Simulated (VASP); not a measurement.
# PbS in VASP: settings compared, part 3 of 3

VASP 6.6.1.

## (5) Single point, r2SCAN (strain along [111] -1.3%)

Contents of POSCAR:

```
PbS
1.0
   -0.0292686672      3.2717088363      3.2717088363
    3.2717088363     -0.0292686672      3.2717088363
    3.2717088363      3.2717088363     -0.0292686672
Pb S
1 1
Direct
   -0.0008969429     -0.0008969429     -0.0008969429
    0.2508969429      0.2508969429      0.2508969429
```

Contents of INCAR.step1:

```
SYSTEM = PbS
ALGO     = Normal         ! electronic algorithm
EDIFF    = 1E-4           ! SCF threshold, eV
ENCUT    = 520            ! plane-wave cutoff, eV
GGA      = PE             ! functional
ISMEAR   = 0              ! smearing method
LASPH    = .True.         ! aspherical terms in the spheres
LCHARG   = .False.        ! write CHGCAR
LREAL    = .False.        ! projectors in reciprocal space
LWAVE    = .True.         ! write WAVECAR
NBANDS   = 17             ! bands
NELM     = 60             ! most SCF steps
PREC     = Accurate       ! precision mode
SIGMA    = 0.01           ! smearing width, eV
```

Contents of INCAR.step2:

```
SYSTEM = PbS
ALGO     = Normal         ! electronic algorithm
EDIFF    = 1E-6           ! SCF threshold, eV
ENCUT    = 520            ! plane-wave cutoff, eV
ISIF     = 2              ! what is computed and relaxed
ISMEAR   = 0              ! smearing method
ISTART   = 1            
LASPH    = .True.         ! aspherical terms in the spheres
LCHARG   = .True.         ! write CHGCAR
LELF     = .True.         ! ELF
LMIXTAU  = .True.       
LREAL    = .False.        ! projectors in reciprocal space
LVHAR    = .True.       
LWAVE    = .False.        ! write WAVECAR
METAGGA  = R2SCAN         ! meta-GGA
NBANDS   = 17             ! bands
NELM     = 60             ! most SCF steps
PREC     = Accurate       ! precision mode
SIGMA    = 0.01           ! smearing width, eV
```

Contents of KPOINTS:

```
k-points
0
Gamma
  6 6 6
  0 0 0
```

Potentials or basis: VASP PAW PBE potentials, release 64 (Pb_d, S).

The run is started by

```sh
$ cat potpaw_PBE.64/Pb_d/POTCAR potpaw_PBE.64/S/POTCAR > POTCAR
$ cp INCAR.step1 INCAR
$ mpirun -np 1 vasp_std > vasp.out
$ cp INCAR.step2 INCAR
$ mpirun -np 1 vasp_std > vasp.out
```

OUTCAR:

```text
SYSTEM = PbS
   EDIFF = 1E-6
   ENCUT = 520
   ISIF = 2
   ISMEAR = 0
   ISTART = 1
   LASPH = .True.
   LREAL = .False.
   METAGGA = R2SCAN
   NELM = 60
   PREC = Accurate

 ion  position               nearest neighbor table
   1  0.999  0.999  0.999-   2 2.84   2 2.85   2 2.85   2 2.85
   2  0.251  0.251  0.251-   1 2.84   1 2.85   1 2.85   1 2.85

  LATTYP: Found a trigonal (rhomboedric) cell.
 ALAT       =     4.6269875809
 COS(alpha) =     0.4910343633

  Lattice vectors:

 A1 = (  -0.0292686672,   3.2717088363,   3.2717088363)
 A2 = (   3.2717088363,  -0.0292686672,   3.2717088363)
 A3 = (   3.2717088363,   3.2717088363,  -0.0292686672)

Analysis of symmetry for initial positions (statically):
=====================================================================
 Subroutine PRICEL returns:
 Original cell was already a primitive cell.

 Routine SETGRP: Setting up the symmetry group for a
 trigonal (rhombohedral) supercell.

 Subroutine GETGRP returns: Found  6 space group operations
 (whereof  6 operations were pure point group operations)
 out of a pool of 12 trial point group operations.

[... 162 lines left out ...]

 E-fermi :   2.7676     XC(G=0):  -8.5287

 val. band max:        2.7083663927   @ k =  -0.3333   0.5000   0.1667
 cond. band min:       3.7504146220   @ k =   0.5000   0.5000   0.0000
 fundamental gap:      1.0420482293
 Fermi energy:         2.7675691557

 k-point     1 :       0.0000    0.0000    0.0000
  band No.  band energies     occupation
      1     -14.4271      2.00000
      2     -14.4262      2.00000
      3     -14.4262      2.00000
      4     -14.3815      2.00000
      5     -14.3815      2.00000
      6     -10.4676      2.00000
[... 457 lines left out ...]
      4     -14.3873      2.00000
      5     -14.3745      2.00000
      6      -9.3805      2.00000
[... 9 lines left out ...]
     16      13.0111      0.00000
     17      13.0531      0.00000

 [... further k-points ...]

------------------------ aborting loop because EDIFF is reached ----------------------------------------

  FORCE on cell =-STRESS in cart. coord.  units (eV):
  Direction    XX          YY          ZZ          XY          YZ          ZX
  --------------------------------------------------------------------------------------
  -------------------------------------------------------------------------------------
  Total        0.2254526      0.2254526      0.2254526     -0.0389903     -0.0389903     -0.0389903
  in kB        5.0888902      5.0888902      5.0888902     -0.8800836     -0.8800836     -0.8800836
  external PRESSURE =       5.0888902 kB  Pullay stress =       0.0000000 kB

 VOLUME and BASIS-vectors are now :
 -----------------------------------------------------------------------------
  energy-cutoff  :      520.00
  volume of cell :       70.98
      direct lattice vectors                 reciprocal lattice vectors
    -0.029268667  3.271708836  3.271708836    -0.150789714  0.152150854  0.152150854
     3.271708836 -0.029268667  3.271708836     0.152150854 -0.150789714  0.152150854
     3.271708836  3.271708836 -0.029268667     0.152150854  0.152150854 -0.150789714

 POSITION                                       TOTAL-FORCE (eV/Angst)
 -----------------------------------------------------------------------------------
      6.50831      6.50831      6.50831         0.001898      0.001898      0.001898
      1.63438      1.63438      1.63438        -0.001898     -0.001898     -0.001898
 -----------------------------------------------------------------------------------
    total drift:                                0.000147      0.000147      0.000147

  FREE ENERGIE OF THE ION-ELECTRON SYSTEM (eV)
  ---------------------------------------------------
  free  energy   TOTEN  =       -65.1109415800 eV

  energy  without entropy=      -65.1109415800  energy(sigma->0) =      -65.11094158
```

OUTCAR.step1:

```text
SYSTEM = PbS
   EDIFF = 1E-4
   ENCUT = 520
   GGA = PE
   ISMEAR = 0
   LASPH = .True.
   LREAL = .False.
[... 702 lines left out ...]
      6.50831      6.50831      6.50831         0.000450      0.000450      0.000450
      1.63438      1.63438      1.63438        -0.000450     -0.000450     -0.000450
 -----------------------------------------------------------------------------------
    total drift:                                0.000026      0.000026      0.000026

  FREE ENERGIE OF THE ION-ELECTRON SYSTEM (eV)
  ---------------------------------------------------
  free  energy   TOTEN  =        -8.3997123327 eV

  energy  without entropy=       -8.3997123327  energy(sigma->0) =       -8.39971233
```

Wall time 3.8 min (1 thread of Intel Xeon 8259CL, shared host); peak memory 0.23 GiB.

Results:

```
Free energy            : -65.1109 eV
Pressure               : 0.5 GPa
Largest force          : 0.003 eV/Å
Band gap on the k mesh : 1.04 eV, indirect (least direct gap 1.43 eV)
```

Forces on the atoms (eV/Å):
```
Pb   0.002  0.002  0.002
S   -0.002 -0.002 -0.002
```

Caveat: the cell differs from its parent crystal (strain along [111] -1.3%); the PAW data sets were made with another functional, which shifts forces and pressure a little; spin-orbit coupling is left out, which moves the levels of the heavy elements. A k mesh can miss the band edges.

## (6) The runs side by side

```tsv
level	cell	smearing	gap on the mesh (eV)	pressure (GPa)
PBE	a = 4.787 Å, angles 60.0°, 2 atoms	fermi-dirac 0.02 eV	1.06	-1.8
r2SCAN	a = 4.787 Å, angles 60.0°, 2 atoms	gaussian 0.01 eV	1.22	-2.5
PBE	a = 4.627 Å, angles 60.6°, 2 atoms	fermi-dirac 0.02 eV	0.89	1.2
r2SCAN	a = 4.627 Å, angles 60.6°, 2 atoms	gaussian 0.01 eV	1.04	0.5
```

Alike in all rows: task single point; potentials or basis VASP PAW PBE potentials, release 64 (Pb_d, S); no spin polarisation; k mesh 6 × 6 × 6; cutoff (eV) 520.

Caveats: spin-orbit coupling is left out, which moves the levels of the heavy elements; the PAW data sets were made with another functional, which shifts forces and pressure a little (some runs).

Total energies depend on the potentials used, so only differences within one code and one set of settings carry meaning.
